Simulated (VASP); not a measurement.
Input of a VASP 6.6.1 run:

Contents of INCAR:

```
PREC = Accurate
ENCUT = 600
EDIFF = 1E-6
ISMEAR = 0
SIGMA = 0.1
LREAL = False
LASPH = True
NELM = 80
ALGO = Fast
ISIF = 4
LWAVE = False
LCHARG = False
GGA = PS
IBRION = 2
NSW = 50
EDIFFG = -0.01
```

File KPOINTS:

```
regular mesh
0
Gamma
  8 8 8
```

The input POSCAR:

```
As2Se
1.0
   -3.6036541777      3.6036541777      2.6677261429
    3.6036541777     -3.6036541777      2.6677261429
    3.6036541777      3.6036541777     -2.6677261429
As Se
4 2
Direct
    0.8750000000      0.1250000000      0.7500000000
    0.3750000000      0.1250000000      0.2500000000
    0.8750000000      0.6250000000      0.7500000000
    0.8750000000      0.1250000000      0.2500000000
    0.5000000000      0.5000000000      0.0000000000
    0.2500000000      0.7500000000      0.5000000000
```

Potentials or basis: VASP PAW PBE potentials, release 64 (As, Se).

Command:

```console
$ cat potpaw_PBE.64/As/POTCAR potpaw_PBE.64/Se/POTCAR > POTCAR
$ mpirun -np 1 vasp_std > vasp.out
```

(1) What does it give for the band gap on the k mesh?

## Answers

(1) zero (bands 16 and 17 overlap by 0.42 eV).
